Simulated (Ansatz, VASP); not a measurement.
**Sb: VASP beside Ansatz**

Contents of INCAR:

```
SYSTEM = Sb
PREC     = Accurate       ! precision mode
ENCUT    = 520            ! plane-wave cutoff, eV
EDIFF    = 1E-8           ! SCF threshold, eV
ISMEAR   = -1             ! smearing method
SIGMA    = 0.05           ! smearing width, eV
LREAL    = .False.        ! projectors in reciprocal space
LASPH    = .True.         ! aspherical terms in the spheres
NELM     = 100            ! most SCF steps
ALGO     = Normal         ! electronic algorithm
ISIF     = 2              ! what is computed and relaxed
LWAVE    = .False.        ! write WAVECAR
LCHARG   = .False.        ! write CHGCAR
GGA      = PE             ! functional
LEFG     = .True.       
NBANDS   = 12             ! bands
```

Contents of KPOINTS:

```
regular mesh
0
Gamma
  9 9 9
  0 0 0
```

Contents of POSCAR:

```
Sb
1.0
    2.1256720836      1.2121766789      3.7270387499
   -2.1755285804      1.2336826823      3.7485447533
   -0.0063035032     -2.5020193611      3.7564164968
Sb
2
Direct
    0.2336400000      0.2336400000      0.2336400000
    0.7663600000      0.7663600000      0.7663600000
```

Input for Ansatz:

```yaml
crystal:
  lattice:
    - [2.1256720836, 1.2121766789, 3.7270387499]
    - [-2.1755285804, 1.2336826823, 3.7485447533]
    - [-0.0063035032, -2.5020193611, 3.7564164968]
  atoms:
    - { symbol: Sb, position: [0.23364, 0.23364, 0.23364] }
    - { symbol: Sb, position: [0.76636, 0.76636, 0.76636] }
kpoints:
  mp_grid: { grid: [9, 9, 9] }
scf:
  occupations: { method: fermi_dirac, width: 0.05 }
hamiltonian:
  xc: pbe
  pseudopotentials: { kind: paw }
output:
  forces: true
  stress: true
  eigenvalues: true
  efg: { contact_densities: true }
  write_density: true
  write_potential: true
  elf: true
  volumetric_format: npy
```

Change from the starting cell: equal xy, yz and zx shear strains of -1 %, PAW files.

Alike in both runs: task electric field gradients; functional PBE; k mesh 9 × 9 × 9; occupations fermi-dirac, width 0.05 eV; no spin polarisation.

|  | VASP | Ansatz |
| --- | --- | --- |
| version | VASP 6.6.1 | Ansatz 0.2.0 |
| potentials or method | VASP PAW PBE potentials, release 64 (Sb) | PAW with Ansatz's default frozen-core files, scalar-relativistic |
| plane-wave cutoff (eV) | 520 | 420 |
| valence electrons in the cell | 10 | 30 |

Ansatz gave:

```
pressure (GPa)                                                : 3.1
traceless stress, the component that is largest in VASP (GPa) : 0.63
rms of the force components (eV/Å)                            : 0.120
size of Vzz on the site where it differs most (V/Å²)          : 51.0
```

What did VASP give for the same quantities?

Pressure (GPa): 3.2; traceless stress, the component that is largest in VASP (GPa): 0.64; rms of the force components (eV/Å): 0.145; size of Vzz on the site where it differs most (V/Å²): 47.0.

Atom by atom the forces differ by 0.026 eV/Å (rms over components). VASP's potentials hold 10 valence electrons a cell and Ansatz's 30, so a difference there can come from the potentials and not from the codes.

Spin-orbit coupling is off throughout.
